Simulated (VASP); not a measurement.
## Zn: single point with PBE

The system is Zn.

```
Zn
1.0
     2.45161    0.00000    0.00000
    -1.22581    2.12316    0.00000
     0.00000    0.00000    4.94670
Zn
2
Direct
  0.33333 0.66667 0.25000
  0.66667 0.33333 0.75000
```

This cell differs from its parent crystal: strain -0.080 along x and y, +0.000 along z.

```json
{"Program": "VASP 6.6.1", "Task": "single point", "Functional": "PBE", "Potentials or basis": "VASP PAW PBE potentials, release 64 (Zn)", "Cutoff": "520 eV", "k mesh": "24 × 24 × 10", "Occupations": "gaussian, width 0.15 eV", "Spin": "no spin polarisation"}
```

* Pressure: 23.4 GPa
* Band gap on the k mesh: zero (band 12 reaches 6.33 eV, above the bottom of band 13 at 0.53 eV)

Stress tensor (GPa, compression positive):
```
29.74  0.00  0.00
 0.00 29.74  0.00
 0.00  0.00 10.68
```

Levels at points of the mesh, in eV from the Fermi level:
```
           k point  band 8  band 9  band 10  band 11  band 12  band 13  band 14  band 15  band 16  band 17
(0.00, 0.00, 0.00)   -7.42   -7.42    -7.24    -7.24    -4.75    -3.69    12.38    16.79    21.95    21.95
(0.50, 0.00, 0.00)   -7.31   -6.91    -6.90    -2.92    -1.71     2.84     3.96     5.00     6.20    12.83
(0.00, 0.00, 0.50)   -8.07   -7.32    -7.32    -7.32    -7.32     3.66     3.66    22.55    22.55    23.28
(0.50, 0.00, 0.50)   -7.33   -6.90    -6.90    -2.08    -2.08     1.10     1.10    10.34    10.34    14.21
```

It took 65 s on 1 thread of Intel(R) Xeon(R) 6975P-C (Granite Rapids), with other jobs on the host, peak memory 0.25 GiB.

Caveat: the cell differs from its parent crystal (strain -0.080 along x and y, +0.000 along z).
